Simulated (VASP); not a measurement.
Runs of VASP 6.6.1 on ZrO2. The structure is that of space group P4_2/nmc (No. 137), or close to it. The cells are those of the table. 

| task | spin | cell | gap on the mesh (eV) | pressure (GPa) | largest force (eV/Å) |
| --- | --- | --- | --- | --- | --- |
| relaxation of the atoms | off | atoms relaxed from a = 3.596, b = 3.596, c = 5.177 Å, 6 atoms | 4.01 | 5.7 | 0.02 |
| electric field gradients | non-collinear, zero start, SOC | a = 3.596, b = 3.596, c = 5.177 Å, 6 atoms | - | 6.1 | 0.02 |
| relaxation of the atoms | off | atoms relaxed from a = 3.596, b = 3.596, c = 5.022 Å, 6 atoms | (a) | 11.5 | 0.01 |
| relaxation of the atoms | off | atoms relaxed from a = 3.620, b = 3.620, c = 5.211 Å, 6 atoms | 3.95 | 1.9 | 0.01 |
| relaxation of the atoms | off | atoms relaxed from a = 3.547, b = 3.547, c = 5.107 Å, 6 atoms | (b) | 15.2 | 0.01 |

Alike in all rows: level PBE; potentials or basis VASP PAW PBE potentials, release 64 (Zr_sv, O); k mesh 8 × 8 × 6; cutoff (eV) 520; smearing fermi-dirac 0.02 eV.

Question: Estimate the missing entries.

Answer: (a) 3.72; (b) 4.05.

Caveats: the cell stands under pressure (at least some runs).

A k mesh can miss the band edges, and rows without SOC leave out spin-orbit coupling on Zr.
